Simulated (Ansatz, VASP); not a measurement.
# Two plane-wave programs on HgTe

POSCAR

```
HgTe
1.0
    0.0000000000      3.2891578869      3.2891578869
    3.2891578869      0.0000000000      3.2891578869
    3.2891578869      3.2891578869      0.0000000000
Hg Te
1 1
Direct
    0.0000000000      0.0000000000      0.0000000000
    0.2500000000      0.2500000000      0.2500000000
```

File INCAR.step1:

```
ALGO = Normal
EDIFF = 1E-4
ENCUT = 520
GGA = PE
ISMEAR = -1
LASPH = T
LCHARG = F
LREAL = F
LWAVE = T
NBANDS = 16
NELM = 80
PREC = Accurate
SIGMA = 0.02
```

The input INCAR.step2:

```
ALGO = Normal
EDIFF = 1E-6
ENCUT = 520
ISIF = 2
ISMEAR = -1
ISTART = 1
LASPH = T
LCHARG = T
LELF = T
LMIXTAU = T
LREAL = F
LVHAR = T
LWAVE = F
METAGGA = R2SCAN
NBANDS = 16
NELM = 80
PREC = Accurate
SIGMA = 0.02
```

KPOINTS

```
k-points
0
Gamma
  6 6 6
```

Input for Ansatz:

```yaml
crystal:
  lattice:
    - [0.0, 3.2891578869, 3.2891578869]
    - [3.2891578869, 0.0, 3.2891578869]
    - [3.2891578869, 3.2891578869, 0.0]
  atoms:
    - { symbol: Hg, position: [0.0, 0.0, 0.0] }
    - { symbol: Te, position: [0.25, 0.25, 0.25] }
kpoints:
  mp_grid: { grid: [6, 6, 6] }
  band_path:
    path:
      - [0.0, 0.0, 0.0]
      - [-0.5, -0.5, 0.0]
      - [-0.375, -0.375, 0.25]
      - [-0.375, 0.0, 0.375]
      - [0.0, 0.0, 0.5]
      - [-0.5, -0.25, 0.25]
    npoints: 1
hamiltonian:
  xc: r2scan
scf:
  occupations: { method: fermi_dirac, width: 0.02 }
  n_extra_bands: 4
output:
  forces: true
  stress: true
  eigenvalues: true
  write_density: true
  write_potential: true
  elf: true
  volumetric_format: npy
```

Alike in both runs: task single point; functional r2SCAN; k mesh 6 × 6 × 6; occupations fermi-dirac, width 0.02 eV; no spin polarisation.

```csv
,VASP,Ansatz
version,VASP 6.6.1,Ansatz 0.2.0
potentials or method,"VASP PAW PBE potentials, release 64 (Hg, Te)","plane waves, PAW"
plane-wave cutoff (eV),520,500
valence electrons in the cell,18,36
```

|  | VASP | Ansatz | Ansatz less VASP |
| --- | --- | --- | --- |
| pressure (GPa) | 0.0 | 0.0 | -0.06 |

VASP's potentials were made for PBE, not for r2SCAN. With one functional, cell and mesh, what is left measures potentials, basis and numerics. VASP's potentials hold 18 valence electrons a cell and Ansatz's 36, so a difference there can come from the potentials and not from the codes.

Neither program's run includes spin-orbit coupling.
